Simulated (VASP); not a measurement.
Input of a VASP 6.6.1 run:

INCAR

```
SYSTEM = Al
PREC = Accurate ; ENCUT = 500
EDIFF = 1E-6 ; ISMEAR = 0
SIGMA = 0.1 ; LREAL = .False.
LASPH = .True. ; NELM = 120
ALGO = Normal ; ISIF = 2
LWAVE = .False. ; LCHARG = .False.
GGA = PS ; NBANDS = 12
GGA_COMPAT = .False.
```

The input KPOINTS:

```
regular mesh
0
Gamma
  9 9 9
  0 0 0
```

The input POSCAR:

```
Al
1.0
    1.5080245649      0.8706583885      7.2881880975
   -1.5080245649      0.8706583885      7.2881880975
    0.0000000000     -1.7413167770      7.2881880975
Al
3
Direct
    0.0000000000      0.0000000000      0.0000000000
    0.2222200000      0.2222200000      0.2222200000
    0.7777800000      0.7777800000      0.7777800000
```

Potentials or basis: VASP PAW PBE potentials, release 64 (Al).

Launch:

```console
$ cat potpaw_PBE.64/Al/POTCAR > POTCAR
$ mpirun -np 1 vasp_std > vasp.out
```

(1) Predict the pressure.

(2) What does it give for the band gap on the k mesh?

(3) Predict the largest force.

Results:

(1) -9.0 GPa.

(2) zero (an odd number of electrons rules out a gap without spin polarisation).

(3) 0.050 eV/Å.

Caveat: the cell stands under tension; the PAW data sets were made with another functional, which shifts forces and pressure a little.
